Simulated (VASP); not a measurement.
# AlNi3 (P-6m2) in VASP: further runs

The runs below take AlNi3 through single point, with PBE.

Program: VASP 6.6.1. These are calculated values, not measurements. Logs are shortened: lines on timing, memory, paths and dates and some standing lists are left out, and cuts for length are marked.

## (1) The cell of the first run

It takes space group P-6m2 (No. 187, hexagonal). The conventional cell has a = 2.544 Å, b = 2.544 Å, c = 8.166 Å, α = 90.00°, β = 90.00°, γ = 120.00°. Al (site symmetry -6m2) has 6 Ni at 2.51 Å and 6 Al at 2.54 Å within 3.3 Å. Ni (site symmetry 3m) has 3 Al at 2.51 Å and 9 Ni at 2.51 to 2.54 Å within 3.3 Å. Ni (site symmetry -6m2) has 12 Ni at 2.51 to 2.54 Å within 3.3 Å.

## (2) Single point, PBE, collinear spin, ferrimagnetic start

INCAR

```
PREC = Accurate ; ENCUT = 520
EDIFF = 1E-6 ; ISMEAR = 0
SIGMA = 0.1 ; LREAL = False
LASPH = True ; NELM = 150
ALGO = Fast ; ISIF = 2
LWAVE = False ; LCHARG = False
ISPIN = 2 ; MAGMOM = 0 -2 2 -2
LORBIT = 11 ; LMAXMIX = 4
GGA = PE ; NBANDS = 28
```

KPOINTS

```
Automatic mesh
0
Gamma
  6 6 2
```

POSCAR

```
AlNi3
1.0
    2.5438215600      0.0000000000      0.0000000000
   -1.2719107800      2.2030140900      0.0000000000
    0.0000000000      0.0000000000      8.1662231000
Al Ni
1 3
Direct
    0.6666666700      0.3333333300      0.5000000000
    0.3333333300      0.6666666700      0.7500000000
    0.3333333300      0.6666666700      0.2500000000
    0.6666666700      0.3333333300      0.0000000000
```

Potentials or basis: VASP PAW PBE potentials, release 64 (Al, Ni).

On the command line:

```console
cat potpaw_PBE.64/Al/POTCAR potpaw_PBE.64/Ni/POTCAR > POTCAR
mpirun -np 1 vasp_std > vasp.out
```

OUTCAR:

```text
PREC = Accurate
   ENCUT = 520
   EDIFF = 1E-6
   ISMEAR = 0
   LREAL = False
   LASPH = True
   NELM = 150
   ISIF = 2
   ISPIN = 2
   LORBIT = 11
   GGA = PE

 ion  position               nearest neighbor table
   1  0.667  0.333  0.500-   2 2.51   3 2.51   2 2.51   3 2.51   2 2.51   3 2.51
   2  0.333  0.667  0.750-   1 2.51   4 2.51   1 2.51   4 2.51   1 2.51   4 2.51
   3  0.333  0.667  0.250-   1 2.51   4 2.51   1 2.51   4 2.51   1 2.51   4 2.51
   4  0.667  0.333  0.000-   2 2.51   3 2.51   2 2.51   3 2.51   2 2.51   3 2.51

  LATTYP: Found a hexagonal cell.
 ALAT       =     2.5438215600
 C/A-ratio  =     3.2102185265

  Lattice vectors:

 A1 = (   2.5438215600,   0.0000000000,   0.0000000000)
 A2 = (  -1.2719107800,   2.2030140900,   0.0000000000)
 A3 = (   0.0000000000,   0.0000000000,   8.1662231000)

Analysis of symmetry for initial positions (statically):
=====================================================================
 Subroutine PRICEL returns:
 Original cell was already a primitive cell.

 Routine SETGRP: Setting up the symmetry group for a
 hexagonal supercell.

 Subroutine GETGRP returns: Found 12 space group operations
 (whereof 12 operations were pure point group operations)
 out of a pool of 24 trial point group operations.

The static configuration has the point symmetry D_3h.

Analysis of symmetry for dynamics (positions and initial velocities):
=====================================================================
 Subroutine PRICEL returns:
 Original cell was already a primitive cell.

 Routine SETGRP: Setting up the symmetry group for a
 hexagonal supercell.

 Subroutine GETGRP returns: Found 12 space group operations
 (whereof 12 operations were pure point group operations)
 out of a pool of 24 trial point group operations.

The dynamic configuration has the point symmetry D_3h.

Analysis of structural, dynamic, and magnetic symmetry:
=====================================================================
 Subroutine PRICEL returns:
 Original cell was already a primitive cell.

 Routine SETGRP: Setting up the symmetry group for a
 hexagonal supercell.

 Subroutine GETGRP returns: Found  6 space group operations
 (whereof  6 operations were pure point group operations)
 out of a pool of 24 trial point group operations.

The overall configuration has the point symmetry C_3v.
[... 116 lines left out ...]
   LORBIT       =     11    0 simple, 1 ext, 2 COOP (PROOUT), +10 PAW based schemes
   GGA     = PE    functional components
   LHFCALC =     F    Hartree Fock is set to
   AEXX    =    0.0000 exact exchange contribution
   IVDW    =     0    specifies the selected vdW correction
   LEPSILON=     F    determine dielectric tensor
   LRPA    =     F    only Hartree local field effects (RPA)
 spin polarized calculation
 RMM-DIIS sequential band-by-band and
 Gauss-broadening in eV      SIGMA  =   0.10
  energy-cutoff  :      520.00
  volume of cell :       45.76
 maximum number of plane-waves:      1255
 NGX is ok and might be reduce to    20
   NGX =  9   NGY =  9   NGZ = 31

 number of electron      33.0000025 magnetization      -0.7148114

 Free energy of the ion-electron system (eV)
  ---------------------------------------------------
  ext. energy  EPLUGINS =         0.00000000
  ---------------------------------------------------
  free energy    TOTEN  =       -20.75453563 eV

  energy without entropy =      -20.72982421  energy(sigma->0) =      -20.74217992

 E-fermi :   9.5433     XC(G=0): -12.6118

 val. band max:        9.5160514776   @ k =   0.3333   0.3333   0.5000
 cond. band min:       9.5587814129   @ k =   0.5000  -0.0000   0.0000
 fundamental gap:      0.0427299353
 Fermi energy:         9.5433381830

 spin component 1

 k-point     1 :       0.0000    0.0000    0.0000
  band No.  band energies     occupation
      1      -1.6515      1.00000
      2       2.1648      1.00000
      3       2.2224      1.00000
      4       5.4126      1.00000
      5       6.8752      1.00000
      6       7.8481      1.00000
[... 423 lines left out ...]
     27      19.1217      0.00000
     28      24.0186      0.00000
 Fermi energy:         9.5433381830

 spin component 2

 k-point     1 :       0.0000    0.0000    0.0000
  band No.  band energies     occupation
      1      -1.6412      1.00000
      2       2.1911      1.00000
      3       2.2439      1.00000
      4       5.2568      1.00000
      5       6.6971      1.00000
      6       7.5287      1.00000
[... 423 lines left out ...]
     27      19.0680      0.00000
     28      24.0125      0.00000

------------------------ aborting loop because EDIFF is reached ----------------------------------------

  FORCE on cell =-STRESS in cart. coord.  units (eV):
  Direction    XX          YY          ZZ          XY          YZ          ZX
  --------------------------------------------------------------------------------------
  -------------------------------------------------------------------------------------
  Total        2.3612250      2.3612250     -2.1188212     -0.0000000      0.0000000      0.0000000
  in kB       82.6652149     82.6652146    -74.1787893     -0.0000000      0.0000000      0.0000000
  external PRESSURE =      30.3838801 kB  Pullay stress =       0.0000000 kB

 VOLUME and BASIS-vectors are now :
 -----------------------------------------------------------------------------
  energy-cutoff  :      520.00
  volume of cell :       45.76
      direct lattice vectors                 reciprocal lattice vectors
     2.543821560  0.000000000  0.000000000     0.393109334  0.226961780  0.000000000
    -1.271910780  2.203014090  0.000000000     0.000000000  0.453923561  0.000000000
     0.000000000  0.000000000  8.166223100     0.000000000  0.000000000  0.122455631

 POSITION                                       TOTAL-FORCE (eV/Angst)
 -----------------------------------------------------------------------------------
      1.27191      0.73434      4.08311        -0.000000      0.000000      0.000448
     -0.00000      1.46868      6.12467         0.000000     -0.000000     -0.393248
     -0.00000      1.46868      2.04156         0.000000      0.000000      0.393128
      1.27191      0.73434      0.00000        -0.000000      0.000000     -0.000328
 -----------------------------------------------------------------------------------
    total drift:                                0.000001     -0.000000      0.000262

  FREE ENERGIE OF THE ION-ELECTRON SYSTEM (eV)
  ---------------------------------------------------
  free  energy   TOTEN  =       -20.7545356253 eV

  energy  without entropy=      -20.7298242141  energy(sigma->0) =      -20.74217992

 total charge

# of ion       s       p       d       tot
------------------------------------------
    1        0.418   0.453   0.000   0.872
    2        0.474   0.490   8.373   9.337
    3        0.474   0.490   8.373   9.337
    4        0.473   0.447   8.320   9.240
--------------------------------------------------
tot          1.839   1.881  25.065  28.785

 magnetization (x)

# of ion       s       p       d       tot
------------------------------------------
    1       -0.002   0.002   0.000  -0.000
    2        0.004   0.012  -0.246  -0.230
    3        0.004   0.012  -0.246  -0.230
    4        0.004   0.013  -0.305  -0.288
--------------------------------------------------
tot          0.010   0.038  -0.796  -0.749
```

Wall time 30 s (1 thread of Intel Xeon 6975P-C (Granite Rapids), shared host); peak memory 0.19 GiB.

What came out:

- Free energy: -20.7545 eV
- Pressure: 3.0 GPa
- Largest force: 0.393 eV/Å
- Net moment: -0.71 μB per cell
- Site moments: Al -0.00; Ni -0.23, -0.29 (each value once) μB
- Valence electrons inside the program's atomic spheres: Al 0.87; Ni 9.34, 9.24 (each value once)

Forces in eV/Å, atoms in the order of the input:
```
Al   0.000  0.000  0.000
Ni   0.000  0.000 -0.393
Ni   0.000  0.000  0.393
Ni   0.000  0.000  0.000
```

Levels at points of the mesh, in eV from the Fermi level:
Spin up:
| k point | band 13 | band 14 | band 15 | band 16 | band 17 | band 18 | band 19 | band 20 | band 21 | band 22 |
| --- | --- | --- | --- | --- | --- | --- | --- | --- | --- | --- |
| (0.00, 0.00, 0.00) | -1.16 | -0.96 | -0.96 | -0.62 | -0.62 | -0.16 | -0.16 | 3.04 | 11.30 | 12.92 |
| (0.50, 0.00, 0.00) | -0.27 | 0.02 | 0.05 | 0.26 | 0.38 | 0.50 | 2.15 | 3.60 | 3.89 | 7.90 |
| (0.00, 0.00, 0.50) | -1.40 | -0.97 | -0.97 | -0.60 | -0.60 | -0.16 | -0.16 | 4.79 | 7.98 | 15.28 |
| (0.50, 0.00, 0.50) | -0.29 | 0.02 | 0.05 | 0.26 | 0.56 | 0.71 | 2.50 | 3.60 | 3.79 | 6.90 |
Spin down:
| k point | band 13 | band 14 | band 15 | band 16 | band 17 | band 18 | band 19 | band 20 | band 21 | band 22 |
| --- | --- | --- | --- | --- | --- | --- | --- | --- | --- | --- |
| (0.00, 0.00, 0.00) | -1.17 | -1.15 | -1.15 | -0.84 | -0.84 | -0.43 | -0.43 | 2.90 | 11.26 | 12.87 |
| (0.50, 0.00, 0.00) | -0.51 | -0.32 | -0.29 | -0.10 | 0.07 | 0.46 | 2.04 | 3.52 | 3.78 | 7.85 |
| (0.00, 0.00, 0.50) | -1.72 | -1.16 | -1.16 | -0.83 | -0.83 | -0.43 | -0.43 | 4.77 | 7.87 | 15.26 |
| (0.50, 0.00, 0.50) | -0.52 | -0.32 | -0.29 | -0.10 | 0.32 | 0.55 | 2.40 | 3.53 | 3.75 | 6.80 |

Caveat: the k points lie up to 0.48 Å⁻¹ apart.

## (3) Single point, PBE, collinear spin, ferrimagnetic start

This run uses another cell than the first one, of 11.64 Å³/atom.

INCAR

```
SYSTEM = AlNi3
PREC = Accurate
ENCUT = 520
EDIFF = 1E-6
ISMEAR = 0
SIGMA = 0.1
LREAL = .FALSE.
LASPH = .TRUE.
NELM = 150
ALGO = Normal
ISIF = 2
LWAVE = .FALSE.
LCHARG = .TRUE.
ISPIN = 2
MAGMOM = 0 -2 2 -2
LORBIT = 11
LMAXMIX = 4
GGA = PE
LELF = .TRUE.
LVHAR = .TRUE.
NBANDS = 28
```

KPOINTS

```
Automatic mesh
0
G
  6 6 2
  0 0 0
```

POSCAR

```
AlNi3
1.0
    2.6145566713      0.0000000000      0.0000000000
   -1.3072783357      2.2642724970      0.0000000000
    0.0000000000      0.0000000000      7.8665460664
Al Ni
1 3
Direct
    0.6666666667      0.3333333333      0.5000013429
    0.3333333333      0.6666666667      0.7445649698
    0.3333333333      0.6666666667      0.2554348942
    0.6666666667      0.3333333333     -0.0000012069
```

Potentials or basis: VASP PAW PBE potentials, release 64 (Al, Ni).

On the command line:

```console
cat potpaw_PBE.64/Al/POTCAR potpaw_PBE.64/Ni/POTCAR > POTCAR
mpirun -np 1 vasp_std > vasp.out
```

Wall time 35 s (1 thread of Intel Xeon 6975P-C (Granite Rapids), shared host); peak memory 0.18 GiB.

The run converged. Its results:

| Quantity | Value |
| --- | --- |
| Free energy | -20.8763 eV |
| Pressure | 0.1 GPa |
| Largest force | 0.021 eV/Å |
| Net moment | -0.35 μB per cell |
| Site moments | Al +0.00; Ni -0.06, -0.24 (each value once) μB |
| Valence electrons inside the program's atomic spheres | Al 0.87; Ni 9.33, 9.19 (each value once) |

Forces in eV/Å, atoms in the order of the input:
```
Al   0.000  0.000  0.000
Ni   0.000  0.000  0.021
Ni   0.000  0.000 -0.021
Ni   0.000  0.000  0.000
```

Stress tensor (GPa, compression positive):
```
 0.15  0.00  0.00
 0.00  0.15  0.00
 0.00  0.00 -0.07
```

Levels at points of the mesh, in eV from the Fermi level:
Spin up:
| k point | band 14 | band 15 | band 16 | band 17 | band 18 | band 19 | band 20 | band 21 |
| --- | --- | --- | --- | --- | --- | --- | --- | --- |
| (0.00, 0.00, 0.00) | -1.09 | -0.68 | -0.68 | -0.53 | -0.16 | -0.16 | 4.11 | 12.49 |
| (0.50, 0.00, 0.00) | -0.16 | -0.09 | 0.20 | 0.44 | 0.50 | 2.05 | 3.57 | 4.08 |
| (0.00, 0.00, 0.50) | -1.11 | -1.11 | -0.65 | -0.65 | -0.17 | -0.17 | 6.28 | 8.94 |
| (0.50, 0.00, 0.50) | -0.16 | -0.10 | 0.20 | 0.54 | 0.68 | 2.39 | 3.65 | 4.31 |
Spin down:
| k point | band 15 | band 16 | band 17 | band 18 | band 19 | band 20 |
| --- | --- | --- | --- | --- | --- | --- |
| (0.00, 0.00, 0.00) | -0.81 | -0.81 | -0.51 | -0.34 | -0.34 | 4.05 |
| (0.50, 0.00, 0.00) | -0.20 | -0.09 | 0.25 | 0.48 | 2.02 | 3.54 |
| (0.00, 0.00, 0.50) | -1.18 | -0.78 | -0.78 | -0.35 | -0.35 | 6.27 |
| (0.50, 0.00, 0.50) | -0.20 | -0.09 | 0.45 | 0.55 | 2.32 | 3.64 |

Caveat: the k points lie up to 0.46 Å⁻¹ apart.
